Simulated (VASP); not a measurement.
NaZr2: single point with PBE

Crystal: NaZr2.

```xyz
3
Lattice="1.6045 0.9264 8.6335 -1.6045 0.9264 8.6335 0.0000 -1.8527 8.6335" Properties=species:S:1:pos:R:3 pbc="T T T"
Na    0.0000    0.0000    0.0000
Zr    0.0000    0.0000   20.3509
Zr    0.0000    0.0000    5.5496
```

- Program: VASP 6.6.1
- Task: single point
- Functional: PBE
- Potentials or basis: VASP PAW PBE potentials, release 64 (Na_pv, Zr_sv)
- Cutoff: 520 eV
- k mesh: 6 × 6 × 6
- Occupations: gaussian, width 0.1 eV
- Spin: no spin polarisation
- Dipole correction: no
- Further INCAR settings: ALGO = Normal; EDIFF = 1e-06; NBANDS = 22

```yaml
Pressure: -0.1 GPa
Largest_force: 0.018 eV/Å
```

Forces in eV/Å, atoms in the order of the input:
```
Na   0.000  0.000  0.000
Zr   0.000  0.000 -0.018
Zr   0.000  0.000  0.018
```

Stress tensor (GPa, compression positive):
```
-0.17  0.00  0.00
 0.00 -0.17  0.00
 0.00  0.00  0.05
```

Levels at points of the mesh, in eV from the Fermi level:
```csv
k point,band 11,band 12,band 13,band 14,band 15,band 16,band 17,band 18,band 19,band 20
"(0.00, 0.00, 0.00)",-24.26,-5.11,-3.46,-2.29,-0.78,0.76,0.76,0.80,1.01,1.01
"(0.50, 0.00, 0.00)",-24.24,-2.67,-2.42,-1.81,-0.45,0.36,0.89,1.19,1.96,3.36
"(0.50, 0.50, 0.00)",-24.24,-2.69,-2.46,-1.84,-0.34,0.77,1.14,1.19,1.91,1.94
"(0.50, 0.50, 0.50)",-24.26,-4.91,-3.88,-2.39,-0.15,0.76,0.76,0.90,1.01,1.01
```

It took 5.5 min on 1 thread of AMD EPYC 7R43 64-Core Processor (Zen 3), on a shared host, peak memory 0.61 GiB.

Caveat: the k points lie up to 0.38 Å⁻¹ apart.
